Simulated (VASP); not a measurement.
A run of VASP 6.6.1:

The input INCAR:

```
SYSTEM = Mn
PREC = Accurate ; ENCUT = 520
EDIFF = 1E-6 ; ISMEAR = -1
SIGMA = 0.1 ; LREAL = .False.
LASPH = .True. ; NELM = 80
ALGO = Normal ; ISIF = 2
LWAVE = .False. ; LCHARG = .False.
GGA = RP ; NBANDS = 12
```

Contents of KPOINTS:

```
regular mesh
0
Gamma
  15 15 15
  0 0 0
```

File POSCAR:

```
Mn
1.0
    2.3623105137      0.0000000000      0.0000000000
    0.0000000000      2.3623105137      0.0000000000
    0.0000000000      0.0000000000      2.3623105137
Mn
1
Direct
    0.0000000000      0.0000000000      0.0000000000
```

Potentials or basis: VASP PAW PBE potentials, release 64 (Mn_pv).

Run with:

```sh
$ cat potpaw_PBE.64/Mn_pv/POTCAR > POTCAR
$ mpirun -np 1 vasp_std > vasp.out
```

Hardware: 1 thread of Intel(R) Xeon(R) Platinum 8259CL CPU @ 2.50GHz (Skylake/Cascade Lake), on a shared host.

Question: Estimate the wall time of this run.

Answer: Wall time 12 s on 1 thread of Intel(R) Xeon(R) Platinum 8259CL CPU @ 2.50GHz (Skylake/Cascade Lake), with other jobs on the host, peak memory 0.13 GiB. Counts: scf iterations 11, k points 120.
